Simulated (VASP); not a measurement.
MgBH5: single point with PBEsol

MgBH5:

```
CELL_PARAMETERS angstrom
3.98075 0.02329 -0.08170
0.02644 3.44464 -1.07892
-0.15889 -2.16405 4.85274
ATOMIC_POSITIONS crystal
Mg 0.18644 0.58753 0.94801
B 0.63152 0.14770 0.50732
H 0.39878 0.37397 0.50667
H 0.88400 0.33930 0.51048
H 0.61868 0.70660 0.25822
H 0.63560 0.16061 0.74378
H 0.12589 0.15069 0.01167
```

```yaml
Program: VASP 6.6.1
Task: single point
Functional: PBEsol
Potentials_or_basis: VASP PAW PBE potentials, release 64 (Mg, B, H)
Cutoff: 520 eV
k_mesh: 6 × 6 × 4
Occupations: fermi-dirac, width 0.05 eV
Spin: no spin polarisation
```

* Pressure: -0.2 GPa
* Largest force: 0.019 eV/Å
* Band gap on the k mesh: 3.53 eV (least direct gap 4.56 eV)

Forces in eV/Å, atoms in the order of the input:
```
Mg   0.004 -0.001 -0.003
B   -0.002  0.001  0.002
H   -0.016  0.009 -0.002
H    0.017  0.010  0.000
H   -0.002 -0.014 -0.013
H   -0.002 -0.005  0.017
H    0.000  0.000 -0.001
```

Levels at points of the mesh, in eV from the valence-band top:
```
           k point  band 2  band 3  band 4  band 5  band 6  band 7  band 8  band 9
(0.00, 0.00, 0.00)   -2.21   -1.94   -1.84   -1.38    5.38    7.16    8.57    9.37
(0.50, 0.00, 0.00)   -5.15   -1.71   -1.54   -0.19    5.20    7.02    7.38    9.03
(0.00, 0.50, 0.00)   -4.00   -3.60   -1.46   -1.30    5.52    6.57    7.86    8.07
(0.50, 0.50, 0.00)   -3.53   -3.44   -2.94   -1.03    3.53    4.00    4.24   11.04
(0.00, 0.00, 0.50)   -5.15   -1.70   -1.54   -0.19    5.20    7.02    7.40    9.01
(0.50, 0.00, 0.50)   -4.14   -3.99   -2.18   -0.96    7.74    8.38    8.41    9.04
(0.00, 0.50, 0.50)   -4.83   -1.53   -1.45    0.00    4.57    6.05    7.19    7.40
(0.50, 0.50, 0.50)   -4.00   -3.59   -1.51   -1.25    5.48    6.58    7.86    8.07
```

Run time: 63 s on 1 thread of Intel(R) Xeon(R) Platinum 8259CL CPU @ 2.50GHz (Skylake/Cascade Lake), on a shared host, peak memory 0.22 GiB.

Caveat: the PAW data sets were made with another functional, which shifts forces and pressure a little. A k mesh can miss the band edges.
